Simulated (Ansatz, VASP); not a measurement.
## Mo3N4: VASP beside Ansatz

```
Mo N
1.0
     4.23152    0.00000    0.00000
     0.00000    4.23152    0.00000
     0.00000    0.00000    4.23152
Mo N
3 4
Cartesian
  2.1158 2.1158 0.0000
  0.0000 2.1158 2.1158
  2.1158 0.0000 2.1158
  2.1158 2.1158 2.1158
  2.1158 0.0000 0.0000
  0.0000 2.1158 0.0000
  0.0000 0.0000 2.1158
```

Alike in both runs: task single point; functional PBE; k mesh 8 × 8 × 8; occupations fermi-dirac, width 0.15 eV; no spin polarisation.

|  | VASP | Ansatz |
| --- | --- | --- |
| version | VASP 6.6.1 | Ansatz 0.2.0 |
| potentials or method | VASP PAW PBE potentials, release 64 (Mo_sv, N), cutoff 520 eV | scalar-relativistic, plane waves, PAW |
| valence electrons in the cell | 62 | 62 |

|  | VASP | Ansatz | Ansatz less VASP |
| --- | --- | --- | --- |
| gap on the k mesh at the Fermi level (eV) | none | none | - |
| pressure (GPa) | -5.6 | -5.9 | -0.38 |

A gap of «none» marks a metal or a gap that the smearing closes. With one functional, cell and mesh, what is left measures potentials, basis and numerics.
